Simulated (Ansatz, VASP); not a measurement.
**Two plane-wave programs on AlO2**

```
CELL_PARAMETERS angstrom
3.47828 0.00000 0.00000
-1.73914 3.01228 0.00000
0.00000 0.00000 2.62393
ATOMIC_POSITIONS crystal
Al 0.00000 0.00000 0.00000
O 0.33333 0.66667 0.50000
O 0.66667 0.33333 0.50000
```

Alike in both runs: functional PBE; k mesh 18 × 18 × 18; occupations gaussian, width 0.1 eV; no spin polarisation.

Ansatz relaxed the structure, and its values are those at the end. VASP's run is a single point on that final structure, the one shown.

|  | VASP | Ansatz |
| --- | --- | --- |
| version | VASP 6.6.1 | Ansatz 0.2.0 |
| potentials or method | VASP PAW PBE potentials, release 64 (Al, O), cutoff 520 eV | scalar-relativistic, plane waves, PAW |
| valence electrons in the cell | 15 | 15 |

```tsv
	VASP	Ansatz	Ansatz less VASP
gap on the k mesh at the Fermi level (eV)	none	none	-
pressure (GPa)	-0.1	0.0	+0.16
```

A gap of «none» marks a metal or a gap that the smearing closes.
